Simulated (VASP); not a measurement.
# C in VASP: further runs, part 2 of 2

VASP 6.6.1. Earlier steps stand in the parts before.

## 3. Single point, PBE+D3(BJ)

The input, INCAR:

```
SYSTEM = C
ALGO = Normal
DIPOL = 0.5 0.5 0.343
EDIFF = 1E-6
ENCUT = 520
GGA = PE
IDIPOL = 3
ISIF = 2
ISMEAR = 0
IVDW = 12
LASPH = .TRUE.
LCHARG = .FALSE.
LDIPOL = .TRUE.
LREAL = .FALSE.
LWAVE = .FALSE.
NBANDS = 16
NELM = 80
PREC = Accurate
SIGMA = 0.1
```

The input, KPOINTS:

```
k-points
0
G
  15 15 1
  0 0 0
```

The input, POSCAR:

```
C
1.0
    2.4656524409      0.0000000000      0.0000000000
   -1.2328262205      2.1353176508      0.0000000000
    0.0000000000      0.0000000000     17.5000663883
C
4
Direct
    0.6666666667      0.3333333333      0.2571437784
    0.3333333333      0.6666666667      0.2571418816
    0.6666666667      0.3333333333      0.4291450227
    1.0000000000      0.0000000000      0.4291431259
```

Potentials or basis: VASP PAW PBE potentials, release 64 (C).

Command:

```bash
> cat potpaw_PBE.64/C/POTCAR > POTCAR
> mpirun -np 1 vasp_std > vasp.out
```

OUTCAR:

```text
SYSTEM = C
   EDIFF = 1E-6
   ENCUT = 520
   GGA = PE
   ISIF = 2
   ISMEAR = 0
   IVDW = 12
   LASPH = .TRUE.
   LREAL = .FALSE.
   NELM = 80
   PREC = Accurate
 IVDW          = 12

 ion  position               nearest neighbor table
   1  0.667  0.333  0.257-   2 1.42   2 1.42   2 1.42
   2  0.333  0.667  0.257-   1 1.42   1 1.42   1 1.42
   3  0.667  0.333  0.429-   4 1.42   4 1.42   4 1.42
   4  0.000  0.000  0.429-   3 1.42   3 1.42   3 1.42

  LATTYP: Found a hexagonal cell.
 ALAT       =     2.4656524409
 C/A-ratio  =     7.0975398227

  Lattice vectors:

 A1 = (   2.4656524409,   0.0000000000,   0.0000000000)
 A2 = (  -1.2328262205,   2.1353176508,   0.0000000000)
 A3 = (   0.0000000000,   0.0000000000,  17.5000663883)

Analysis of symmetry for initial positions (statically):
=====================================================================
 Subroutine PRICEL returns:
 Original cell was already a primitive cell.

 Routine SETGRP: Setting up the symmetry group for a
 hexagonal supercell.

 Subroutine GETGRP returns: Found 12 space group operations
 (whereof  6 operations were pure point group operations)
 out of a pool of 24 trial point group operations.

The static configuration has the point symmetry C_3v.
 The point group associated with its full space group is D_3d.

Analysis of symmetry for dynamics (positions and initial velocities):
=====================================================================
 Subroutine PRICEL returns:
 Original cell was already a primitive cell.

 Routine SETGRP: Setting up the symmetry group for a
 hexagonal supercell.

 Subroutine GETGRP returns: Found 12 space group operations
 (whereof  6 operations were pure point group operations)
 out of a pool of 24 trial point group operations.

The dynamic configuration has the point symmetry C_3v.
 The point group associated with its full space group is D_3d.

 Subroutine INISYM returns: Found 12 space group operations
 (whereof  6 operations are pure point group operations),
 and found     1 'primitive' translations

----------------------------------------------------------------------------------------

                                     Primitive cell

  volume of cell :      92.1370

  direct lattice vectors                    reciprocal lattice vectors
     2.465652441  0.000000000  0.000000000     0.405572166  0.234157199  0.000000000
    -1.232826221  2.135317651  0.000000000     0.000000000  0.468314398  0.000000000
     0.000000000  0.000000000 17.500066388     0.000000000  0.000000000  0.057142640

  length of vectors
     2.465652441  2.465652441 17.500066388     0.468314398  0.468314398  0.057142640

  position of ions in fractional coordinates (direct lattice)
     0.666666667  0.333333333  0.257143778
     0.333333333  0.666666667  0.257141882
     0.666666667  0.333333333  0.429145023
     0.000000000  0.000000000  0.429143126

  ion indices of the primitive-cell ions
   primitive index   ion index
                 1           1
                 2           2
                 3           3
                 4           4

----------------------------------------------------------------------------------------

 KPOINTS: k-points

Automatic generation of k-mesh.
 Grid dimensions read from file:
 generate k-points for:   15   15    1

[... 46 lines left out ...]
   number of dos      NEDOS =    301   number of ions     NIONS =      4
   total plane-waves  NPLWV =  45360
   dimension x,y,z NGX =    18 NGY =   18 NGZ =  140
   dimension x,y,z NGXF=    36 NGYF=   36 NGZF=  280
   ions per type =               4
   NGX,Y,Z   is equivalent  to a cutoff of  12.14, 12.14, 13.30 a.u.
   NGXF,Y,Z  is equivalent  to a cutoff of  24.27, 24.27, 26.60 a.u.
 SYSTEM =  C
   PREC   = accura    normal or accurate (medium, high low for compatibility)
   ISTART =      0    job   : 0-new  1-cont  2-samecut
   ICHARG =      2    charge: 1-file 2-atom 10-const
   ISPIN  =      1    spin polarized calculation?
   LNONCOLLINEAR =      F non collinear calculations
   LSORBIT =      F    spin-orbit coupling
   LASPH  =      T    aspherical Exc in radial PAW
   ENCUT  =  520.0 eV  38.22 Ry    6.18 a.u.   4.58  4.58 32.54*2*pi/ulx,y,z
   NELM   =     80;   NELMIN=  2; NELMDL= -5     # of ELM steps
   EDIFF  = 0.1E-05   stopping-criterion for ELM
   LREAL  =      F    real-space projection
   EDIFFG = 0.1E-04   stopping-criterion for IOM
   NSW    =      0    number of steps for IOM
   IBRION =     -1    ionic relax: 0-MD 1-quasi-New 2-CG
   NFREE  =      0    steps in history (QN), initial steepest desc. (CG)
   ISIF   =      2    stress and relaxation
   ISYM   =      2    0-nonsym 1-usesym 2-fastsym
   POTIM  = 0.5000    time-step for ionic-motion
   TEBEG  =    0.0;   TEEND  =   0.0 temperature during run
   PSTRESS=    0.0 pullay stress
   NELECT =      16.0000    total number of electrons
   NUPDOWN=      -1.0000    fix difference up-down
   EMIN   =  10.00;   EMAX   =-10.00  energy-range for DOS
   EFERMI =   0.00;   METHOD = LEGACY
   ISMEAR =     0;   SIGMA  =   0.10  broadening in eV -4-tet -1-fermi 0-gaus
   EFERMI_NEDOS =   21; number of points for ismear=-14 and -15
   IALGO  =     38    algorithm
   IMIX   =      4    mixing-type and parameters
     AMIX     =   0.40;   BMIX     =  1.00
     AMIX_MAG =   1.60;   BMIX_MAG =  1.00
  volume/ion in A,a.u.               =      23.03       155.44
  Fermi-wavevector in a.u.,A,eV,Ry     =   0.913349  1.725980 11.350070  0.834207
  Thomas-Fermi vector in A             =   2.037850
   LORBIT       =      0    0 simple, 1 ext, 2 COOP (PROOUT), +10 PAW based schemes
   GGA     = PE    functional components
   LHFCALC =     F    Hartree Fock is set to
   AEXX    =    0.0000 exact exchange contribution
   IVDW    =    12    specifies the selected vdW correction
   LEPSILON=     F    determine dielectric tensor
   LRPA    =     F    only Hartree local field effects (RPA)
 non-spin polarized calculation
 Gauss-broadening in eV      SIGMA  =   0.10
  energy-cutoff  :      520.00
  volume of cell :       92.14
 maximum number of plane-waves:      2516
   NGX =  9   NGY =  9   NGZ = 65

 dipolmoment           0.000000      0.000000      0.000004 electrons x Angstroem

 number of electron      15.9999997 magnetization

 dipolmoment           0.000000      0.000000     -0.000258 electrons x Angstroem

 Free energy of the ion-electron system (eV)
  ---------------------------------------------------
  ext. energy  EPLUGINS =         0.00000000
  ---------------------------------------------------
  free energy    TOTEN  =       -36.79826974 eV

  energy without entropy =      -36.79726722  energy(sigma->0) =      -36.79776848

 E-fermi :  -0.8904     XC(G=0):  -4.3600

 val. band max:       -0.8926061070   @ k =   0.3333   0.3333   0.0000
 cond. band min:      -0.8882256500   @ k =   0.3333   0.3333   0.0000
 fundamental gap:      0.0043804570
 Fermi energy:        -0.8904158785

 k-point     1 :       0.0000    0.0000    0.0000
  band No.  band energies     occupation
      1     -20.5494      2.00000
      2     -20.2163      2.00000
      3      -9.2404      2.00000
      4      -7.6301      2.00000
      5      -3.9015      2.00000
      6      -3.9015      2.00000
[... 433 lines left out ...]
      3     -13.5673      2.00000
      4     -13.4906      2.00000
      5      -9.7583      2.00000
      6      -9.6315      2.00000
[... 8 lines left out ...]
     15      11.2015      0.00000
     16      11.3232      0.00000

 [... further k-points ...]

------------------------ aborting loop because EDIFF is reached ----------------------------------------

 vacuum level on the upper side and lower side of the slab       (xc-potential included)        -0.125        -0.117

 Edisp (eV)   -0.51518

 E8    (eV) :    -0.1559

  FORCE on cell =-STRESS in cart. coord.  units (eV):
  Direction    XX          YY          ZZ          XY          YZ          ZX
  --------------------------------------------------------------------------------------
  -------------------------------------------------------------------------------------
  Total       0.06754     0.06754     0.75121    -0.00000     0.00000     0.00000
  in kB       1.17439     1.17439    13.06278    -0.00000     0.00000     0.00000
  external pressure =        5.14 kB  Pullay stress =        0.00 kB

 VOLUME and BASIS-vectors are now :
 -----------------------------------------------------------------------------
  energy-cutoff  :      520.00
  volume of cell :       92.14
      direct lattice vectors                 reciprocal lattice vectors
     2.465652441  0.000000000  0.000000000     0.405572166  0.234157199  0.000000000
    -1.232826221  2.135317651  0.000000000     0.000000000  0.468314398  0.000000000
     0.000000000  0.000000000 17.500066388     0.000000000  0.000000000  0.057142640

 POSITION                                       TOTAL-FORCE (eV/Angst)
 -----------------------------------------------------------------------------------
      1.23283      0.71177      4.50003        -0.000000     -0.000000     -0.101702
     -0.00000      1.42355      4.50000        -0.000000      0.000000     -0.156051
      1.23283      0.71177      7.51007         0.000000      0.000000      0.101702
      0.00000      0.00000      7.51003         0.000000     -0.000000      0.156051
 -----------------------------------------------------------------------------------
    total drift:                                0.000000      0.000000     -0.059197

  FREE ENERGIE OF THE ION-ELECTRON SYSTEM (eV)
  ---------------------------------------------------
  free  energy   TOTEN  =       -37.3134535946 eV

  energy  without entropy=      -37.3124510720  energy(sigma->0) =      -37.31295233

 vacuum level on the upper side and lower side of the slab         3.386         3.395
```

stdout:

```text
POSCAR found type information on POSCAR C
 POSCAR found :  1 types and       4 ions
 scaLAPACK will be used
 LDA part: xc-table for (Slater+PW92), standard interpolation
 POSCAR, INCAR and KPOINTS ok, starting setup
 FFT: planning ... GRIDC
 FFT: planning ... GRID_SOFT
 FFT: planning ... GRID
 WAVECAR not read
 entering main loop
```

Wall time 79 s (1 thread of Intel Xeon Platinum 8488C (Sapphire Rapids), shared host); peak memory 0.21 GiB.

Results:

```
Free energy                : -37.3135 eV
Largest force              : 0.156 eV/Å
Dispersion energy per atom : -0.129 eV
```

Forces on the atoms (eV/Å):
```
C    0.000  0.000 -0.102
C    0.000  0.000 -0.156
C    0.000  0.000  0.102
C    0.000  0.000  0.156
```
